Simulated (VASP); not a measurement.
# GaAs (an interface model) in VASP: notebook

GaAs (an interface model) is run at these levels: PBE; tasks: single point.

Everything below comes from runs of VASP 6.6.1. Logs are shortened: lines on timing, memory, paths and dates and some standing lists are left out, and cuts for length are marked.

## Step 1: The cell of the first run

The cell holds layers of an interface, 12 atoms: a = 4.063 Å, b = 4.063 Å, c = 19.903 Å, α = 90.00°, β = 90.00°, γ = 120.00°.

## Step 2: Single point, PBE

The input, INCAR:

```
SYSTEM = GaAs
  PREC = Accurate
  ENCUT = 520
  EDIFF = 1E-6
  ISMEAR = 0
  SIGMA = 0.05
  LREAL = .FALSE.
  LASPH = .TRUE.
  NELM = 60
  ALGO = Fast
  ISIF = 2
  LWAVE = .FALSE.
  LCHARG = .TRUE.
  GGA = PE
  LELF = .TRUE.
  LVHAR = .TRUE.
  NBANDS = 66
```

The input, KPOINTS:

```
Automatic mesh
0
G
  9 9 2
  0 0 0
```

The input, POSCAR:

```
GaAs
1.0
    4.0626003831      0.0000000000      0.0000000000
   -2.0313001915      3.5183151372      0.0000000000
    0.0000000000      0.0000000000     19.9025959348
Ga As
6 6
Direct
    0.0000000000      0.0000000000      0.0000000000
    0.3333333333      0.6666666667      0.1666666667
    0.6666666667      0.3333333333      0.3333333333
    0.6666666667      0.3333333333      0.7083333333
    0.3333333333      0.6666666667      0.5416666667
    0.0000000000      1.0000000000      0.8750000000
    0.6666666667      0.3333333333      0.2083333333
    0.3333333333      0.6666666667      0.0416666667
    0.0000000000      1.0000000000      0.3750000000
    1.0000000000      0.0000000000      0.5000000000
    0.3333333333      0.6666666667      0.6666666667
    0.6666666667      0.3333333333      0.8333333333
```

Potentials or basis: VASP PAW PBE potentials, release 64 (Ga_d, As).

Command:

```console
$ cat potpaw_PBE.64/Ga_d/POTCAR potpaw_PBE.64/As/POTCAR > POTCAR
$ mpirun -np 1 vasp_std > vasp.out
```

OUTCAR:

```text
SYSTEM = GaAs
   PREC = Accurate
   ENCUT = 520
   EDIFF = 1E-6
   ISMEAR = 0
   LREAL = .FALSE.
   LASPH = .TRUE.
   NELM = 60
   ISIF = 2
   GGA = PE

 ion  position               nearest neighbor table
   1  0.000  0.000  0.000-   8 2.49   6 2.49   8 2.49   8 2.49
   2  0.333  0.667  0.167-   7 2.49   7 2.49   7 2.49   8 2.49
   3  0.667  0.333  0.333-   9 2.49   7 2.49   9 2.49   9 2.49
   4  0.667  0.333  0.708-  11 2.49  11 2.49  11 2.49  12 2.49
   5  0.333  0.667  0.542-  10 2.49  11 2.49  10 2.49  10 2.49
   6  0.000  0.000  0.875-  12 2.49   1 2.49  12 2.49  12 2.49
   7  0.667  0.333  0.208-   2 2.49   2 2.49   2 2.49   3 2.49
   8  0.333  0.667  0.042-   1 2.49   2 2.49   1 2.49   1 2.49
   9  0.000  0.000  0.375-   3 2.49  10 2.49   3 2.49   3 2.49
  10  0.000  0.000  0.500-   5 2.49   9 2.49   5 2.49   5 2.49
  11  0.333  0.667  0.667-   4 2.49   4 2.49   4 2.49   5 2.49
  12  0.667  0.333  0.833-   6 2.49   4 2.49   6 2.49   6 2.49

  LATTYP: Found a hexagonal cell.
 ALAT       =     4.0626003831
 C/A-ratio  =     4.8989794856

  Lattice vectors:

 A1 = (   4.0626003831,   0.0000000000,   0.0000000000)
 A2 = (  -2.0313001915,   3.5183151372,   0.0000000000)
 A3 = (   0.0000000000,   0.0000000000,  19.9025959348)

Analysis of symmetry for initial positions (statically):
=====================================================================
 Subroutine PRICEL returns:
 Original cell was already a primitive cell.

 Routine SETGRP: Setting up the symmetry group for a
 hexagonal supercell.

 Subroutine GETGRP returns: Found 12 space group operations
 (whereof  6 operations were pure point group operations)
 out of a pool of 24 trial point group operations.

The static configuration has the point symmetry C_3v.
 The point group associated with its full space group is D_3d.

Analysis of symmetry for dynamics (positions and initial velocities):
=====================================================================
 Subroutine PRICEL returns:
 Original cell was already a primitive cell.

 Routine SETGRP: Setting up the symmetry group for a
 hexagonal supercell.

 Subroutine GETGRP returns: Found 12 space group operations
 (whereof  6 operations were pure point group operations)
 out of a pool of 24 trial point group operations.

The dynamic configuration has the point symmetry C_3v.
 The point group associated with its full space group is D_3d.

 Subroutine INISYM returns: Found 12 space group operations
 (whereof  6 operations are pure point group operations),
 and found     1 'primitive' translations

----------------------------------------------------------------------------------------

                                     Primitive cell

  volume of cell :     284.4779

  direct lattice vectors                    reciprocal lattice vectors
     4.062600383  0.000000000  0.000000000     0.246147764  0.142113478  0.000000000
    -2.031300192  3.518315137  0.000000000     0.000000000  0.284226956  0.000000000
     0.000000000  0.000000000 19.902595935     0.000000000  0.000000000  0.050244702

  length of vectors
     4.062600383  4.062600383 19.902595935     0.284226956  0.284226956  0.050244702

  position of ions in fractional coordinates (direct lattice)
     0.000000000  0.000000000  0.000000000
     0.333333333  0.666666667  0.166666667
     0.666666667  0.333333333  0.333333333
     0.666666667  0.333333333  0.708333333
     0.333333333  0.666666667  0.541666667
     0.000000000  0.000000000  0.875000000
     0.666666667  0.333333333  0.208333333
     0.333333333  0.666666667  0.041666667
     0.000000000  0.000000000  0.375000000
     0.000000000  0.000000000  0.500000000
     0.333333333  0.666666667  0.666666667
     0.666666667  0.333333333  0.833333333

  ion indices of the primitive-cell ions
   primitive index   ion index
                 1           1
                 2           2
                 3           3
                 4           4
                 5           5
                 6           6
                 7           7
                 8           8
                 9           9
                10          10
                11          11
                12          12

----------------------------------------------------------------------------------------

 KPOINTS: Automatic mesh

Automatic generation of k-mesh.
 Grid dimensions read from file:
 generate k-points for:    9    9    2

 Generating k-lattice:

  Cartesian coordinates                     Fractional coordinates (reciprocal lattice)
     0.027349752  0.015790386  0.000000000     0.111111111 -0.000000000  0.000000000
     0.000000000  0.031580773  0.000000000     0.000000000  0.111111111  0.000000000
     0.000000000  0.000000000  0.025122351     0.000000000  0.000000000  0.500000000

  Length of vectors
     0.031580773  0.031580773  0.025122351

  Shift w.r.t. Gamma in fractional coordinates (k-lattice)
     0.000000000  0.000000000  0.000000000

 Subroutine IBZKPT returns following result:
 ===========================================

 Found     24 irreducible k-points:

 Following reciprocal coordinates:
            Coordinates               Weight
  0.000000  0.000000  0.000000      1.000000
  0.111111  0.000000  0.000000      6.000000
  0.222222 -0.000000  0.000000      6.000000
  0.333333  0.000000  0.000000      6.000000
  0.444444 -0.000000  0.000000      6.000000
  0.111111  0.111111  0.000000      6.000000
[... 16 lines left out ...]
  0.333333  0.222222  0.500000     12.000000
  0.333333  0.333333  0.500000      2.000000
   k-points           NKPTS =     24   k-points in BZ     NKDIM =     24   number of bands    NBANDS=     66
   number of dos      NEDOS =    301   number of ions     NIONS =     12
   total plane-waves  NPLWV = 135000
   dimension x,y,z NGX =    30 NGY =   30 NGZ =  150
   dimension x,y,z NGXF=    60 NGYF=   60 NGZF=  300
   ions per type =               6   6
   NGX,Y,Z   is equivalent  to a cutoff of  12.28, 12.28, 12.53 a.u.
   NGXF,Y,Z  is equivalent  to a cutoff of  24.55, 24.55, 25.06 a.u.
 SYSTEM =  GaAs
   PREC   = accura    normal or accurate (medium, high low for compatibility)
   ISTART =      0    job   : 0-new  1-cont  2-samecut
   ICHARG =      2    charge: 1-file 2-atom 10-const
   ISPIN  =      1    spin polarized calculation?
   LNONCOLLINEAR =      F non collinear calculations
   LSORBIT =      F    spin-orbit coupling
   LASPH  =      T    aspherical Exc in radial PAW
   ENCUT  =  520.0 eV  38.22 Ry    6.18 a.u.   7.55  7.55 37.01*2*pi/ulx,y,z
   NELM   =     60;   NELMIN=  2; NELMDL= -5     # of ELM steps
   EDIFF  = 0.1E-05   stopping-criterion for ELM
   LREAL  =      F    real-space projection
   EDIFFG = 0.1E-04   stopping-criterion for IOM
   NSW    =      0    number of steps for IOM
   IBRION =     -1    ionic relax: 0-MD 1-quasi-New 2-CG
   NFREE  =      0    steps in history (QN), initial steepest desc. (CG)
   ISIF   =      2    stress and relaxation
   ISYM   =      2    0-nonsym 1-usesym 2-fastsym
   POTIM  = 0.5000    time-step for ionic-motion
   TEBEG  =    0.0;   TEEND  =   0.0 temperature during run
   PSTRESS=    0.0 pullay stress
   NELECT =     108.0000    total number of electrons
   NUPDOWN=      -1.0000    fix difference up-down
   EMIN   =  10.00;   EMAX   =-10.00  energy-range for DOS
   EFERMI =   0.00;   METHOD = LEGACY
   ISMEAR =     0;   SIGMA  =   0.05  broadening in eV -4-tet -1-fermi 0-gaus
   EFERMI_NEDOS =   21; number of points for ismear=-14 and -15
   IALGO  =     68    algorithm
   IMIX   =      4    mixing-type and parameters
     AMIX     =   0.40;   BMIX     =  1.00
     AMIX_MAG =   1.60;   BMIX_MAG =  1.00
  volume/ion in A,a.u.               =      23.71       159.98
  Fermi-wavevector in a.u.,A,eV,Ry     =   1.185404  2.240090 19.118686  1.405184
  Thomas-Fermi vector in A             =   2.321599
   LORBIT       =      0    0 simple, 1 ext, 2 COOP (PROOUT), +10 PAW based schemes
   GGA     = PE    functional components
   LHFCALC =     F    Hartree Fock is set to
   AEXX    =    0.0000 exact exchange contribution
   IVDW    =     0    specifies the selected vdW correction
   LEPSILON=     F    determine dielectric tensor
   LRPA    =     F    only Hartree local field effects (RPA)
 non-spin polarized calculation
 RMM-DIIS sequential band-by-band and
 Gauss-broadening in eV      SIGMA  =   0.05
  energy-cutoff  :      520.00
  volume of cell :      284.48
 maximum number of plane-waves:      7711
 NGX is ok and might be reduce to    30
   NGX = 15   NGY = 15   NGZ = 75

 number of electron     107.9999958 magnetization

 Free energy of the ion-electron system (eV)
  ---------------------------------------------------
  ext. energy  EPLUGINS =         0.00000000
  ---------------------------------------------------
  free energy    TOTEN  =       -48.78782230 eV

  energy without entropy =      -48.78642597  energy(sigma->0) =      -48.78712414

 E-fermi :   3.9291     XC(G=0):  -9.3797

 val. band max:        3.9226276084   @ k =   0.1111   0.1111   0.0000
 cond. band min:       4.1379079646   @ k =   0.4444  -0.0000   0.0000
 fundamental gap:      0.2152803561
 Fermi energy:         3.9291294352

 k-point     1 :       0.0000    0.0000    0.0000
  band No.  band energies     occupation
      1     -11.7182      2.00000
      2     -11.7142      2.00000
      3     -11.6981      2.00000
      4     -11.6981      2.00000
      5     -11.6963      2.00000
      6     -11.6963      2.00000
[... 58 lines left out ...]
     65       7.8451      0.00000
     66       7.8812      0.00000

 k-point     2 :       0.1111    0.0000    0.0000
  band No.  band energies     occupation
      1     -11.7290      2.00000
      2     -11.7200      2.00000
      3     -11.6948      2.00000
      4     -11.6934      2.00000
      5     -11.6930      2.00000
      6     -11.6923      2.00000
[... 1576 lines left out ...]
     65       9.0070      0.00000
     66       9.0836      0.00000

------------------------ aborting loop because EDIFF is reached ----------------------------------------

  FORCE on cell =-STRESS in cart. coord.  units (eV):
  Direction    XX          YY          ZZ          XY          YZ          ZX
  --------------------------------------------------------------------------------------
  -------------------------------------------------------------------------------------
  Total        2.6951433      2.6951433     -0.3409865      0.0000000      0.0000000      0.0000000
  in kB       15.1790249     15.1790249     -1.9204335      0.0000000      0.0000000      0.0000000
  external PRESSURE =       9.4792054 kB  Pullay stress =       0.0000000 kB

 VOLUME and BASIS-vectors are now :
 -----------------------------------------------------------------------------
  energy-cutoff  :      520.00
  volume of cell :      284.48
      direct lattice vectors                 reciprocal lattice vectors
     4.062600383  0.000000000  0.000000000     0.246147764  0.142113478  0.000000000
    -2.031300192  3.518315137  0.000000000     0.000000000  0.284226956  0.000000000
     0.000000000  0.000000000 19.902595935     0.000000000  0.000000000  0.050244702

 POSITION                                       TOTAL-FORCE (eV/Angst)
 -----------------------------------------------------------------------------------
      0.00000      0.00000      0.00000        -0.000000     -0.000000     -0.133189
     -0.00000      2.34554      3.31710        -0.000000      0.000000     -0.335266
      2.03130      1.17277      6.63420        -0.000000     -0.000000     -0.260822
      2.03130      1.17277     14.09767         0.000000     -0.000000      0.335266
     -0.00000      2.34554     10.78057         0.000000     -0.000000      0.260822
      0.00000      0.00000     17.41477         0.000000      0.000000      0.133189
      2.03130      1.17277      4.14637         0.000000     -0.000000      0.336548
     -0.00000      2.34554      0.82927         0.000000      0.000000      0.418960
      0.00000      0.00000      7.46347         0.000000      0.000000      0.072731
      0.00000      0.00000      9.95130        -0.000000      0.000000     -0.072731
     -0.00000      2.34554     13.26840        -0.000000      0.000000     -0.336548
      2.03130      1.17277     16.58550        -0.000000      0.000000     -0.418960
 -----------------------------------------------------------------------------------
    total drift:                                0.000000      0.000000     -0.000221

  FREE ENERGIE OF THE ION-ELECTRON SYSTEM (eV)
  ---------------------------------------------------
  free  energy   TOTEN  =       -48.7878223004 eV

  energy  without entropy=      -48.7864259725  energy(sigma->0) =      -48.78712414
```

It took 12 min on 1 thread of Oxide Virtual Turin-like, shared host; peak memory 0.51 GiB.

What came out:

```
Free energy            : -48.7878 eV
Pressure               : 0.9 GPa
Largest force          : 0.419 eV/Å
Band gap on the k mesh : zero (bands 54 and 55 overlap by 0.30 eV)
```

Forces on the atoms (eV/Å):
```
Ga   0.000  0.000 -0.133
Ga   0.000  0.000 -0.335
Ga   0.000  0.000 -0.261
Ga   0.000  0.000  0.335
Ga   0.000  0.000  0.261
Ga   0.000  0.000  0.133
As   0.000  0.000  0.337
As   0.000  0.000  0.419
As   0.000  0.000  0.073
As   0.000  0.000 -0.073
As   0.000  0.000 -0.337
As   0.000  0.000 -0.419
```

Stress tensor (GPa, compression positive):
```
 1.52  0.00  0.00
 0.00  1.52  0.00
 0.00  0.00 -0.19
```

Levels at points of the mesh, in eV from the Fermi level:
```tsv
k point	band 52	band 53	band 54	band 55	band 56	band 57
(0.00, 0.00, 0.00)	-0.49	-0.28	-0.28	-0.18	-0.04	0.50
(0.00, 0.00, 0.50)	-0.45	-0.38	-0.31	-0.31	0.49	0.54
```

## Step 3: Single point, PBE

This run uses another cell than the first one, of 23.79 Å³/atom.

The input, INCAR:

```
PREC = Accurate
ENCUT = 520
EDIFF = 1E-6
ISMEAR = 0
SIGMA = 0.05
LREAL = False
LASPH = True
NELM = 80
ALGO = Fast
ISIF = 2
LWAVE = False
LCHARG = True
GGA = PE
LELF = True
LVHAR = True
NBANDS = 66
```

The input, KPOINTS:

```
regular mesh
0
Gamma
  9 9 2
```

The input, POSCAR:

```
GaAs
1.0
    4.0626003831      0.0000000000      0.0000000000
   -2.0313001915      3.5183151372      0.0000000000
    0.0000000000      0.0000000000     19.9764569561
Ga As
6 6
Direct
    0.0000000000      0.0000000000      0.0000941000
    0.3333333333      0.6666666667      0.1666701752
    0.6666666667      0.3333333333      0.3328893222
    0.6666666667      0.3333333333      0.7083298248
    0.3333333333      0.6666666667      0.5421106778
    0.0000000000      1.0000000000      0.8749059000
    0.6666666667      0.3333333333      0.2101467273
    0.3333333333      0.6666666667      0.0440707167
    0.0000000000      1.0000000000      0.3754177979
    1.0000000000      0.0000000000      0.4995822021
    0.3333333333      0.6666666667      0.6648532727
    0.6666666667      0.3333333333      0.8309292833
```

Potentials or basis: VASP PAW PBE potentials, release 64 (Ga_d, As).

Command:

```console
$ cat potpaw_PBE.64/Ga_d/POTCAR potpaw_PBE.64/As/POTCAR > POTCAR
$ mpirun -np 1 vasp_std > vasp.out
```

It took 14 min on 1 thread of Oxide Virtual Turin-like, shared host; peak memory 0.5 GiB.

Results (log left out):

- Free energy: -48.8228 eV
- Pressure: 0.7 GPa
- Largest force: 0.021 eV/Å
- Band gap on the k mesh: zero (bands 54 and 55 overlap by 0.12 eV)

Forces on the atoms (eV/Å):
```
Ga   0.000  0.000 -0.021
Ga   0.000  0.000  0.013
Ga   0.000  0.000  0.005
Ga   0.000  0.000 -0.013
Ga   0.000  0.000 -0.005
Ga   0.000  0.000  0.021
As   0.000  0.000 -0.004
As   0.000  0.000 -0.005
As   0.000  0.000 -0.014
As   0.000  0.000  0.014
As   0.000  0.000  0.004
As   0.000  0.000  0.005
```

Stress tensor (GPa, compression positive):
```
0.98 0.00 0.00
0.00 0.98 0.00
0.00 0.00 0.21
```

Levels at points of the mesh, in eV from the Fermi level:
```csv
k point,band 52,band 53,band 54,band 55,band 56,band 57
"(0.00, 0.00, 0.00)",-0.31,-0.11,-0.11,-0.11,0.07,0.70
"(0.00, 0.00, 0.50)",-0.26,-0.21,-0.14,-0.14,0.69,0.70
```

The gap in the log of VASP goes by the Fermi energy; the results here count the filled bands.